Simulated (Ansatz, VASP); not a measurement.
Mn in VASP and in Ansatz

```
CELL_PARAMETERS angstrom
2.48367 0.00000 0.00000
-1.24184 2.15092 0.00000
0.00000 0.00000 8.01639
ATOMIC_POSITIONS crystal
Mn 0.00000 0.00000 0.00000
Mn 0.00000 0.00000 0.50000
Mn 0.33333 0.66667 0.25000
Mn 0.66667 0.33333 0.75000
```

Alike in both runs: task single point; functional PBE; k mesh 19 × 19 × 5; occupations fermi-dirac, width 0.05 eV; collinear spin.

|  | VASP | Ansatz |
| --- | --- | --- |
| version | VASP 6.6.1 | Ansatz 0.2.0 |
| potentials or method | VASP PAW PBE potentials, release 64 (Mn_pv), cutoff 500 eV | plane waves (420 eV) with PAW, scalar-relativistic |
| valence electrons in the cell | 52 | 60 |

```csv
,VASP,Ansatz,Ansatz less VASP
net moment per atom (μB),0.03,0.03,-0.002
size of the moment on the site where the two differ most (μB),0.45,0.37,-0.080
```

Site moments also hang on the region over which each program counts them. VASP's potentials hold 52 valence electrons a cell and Ansatz's 60, so a difference there can come from the potentials and not from the codes.
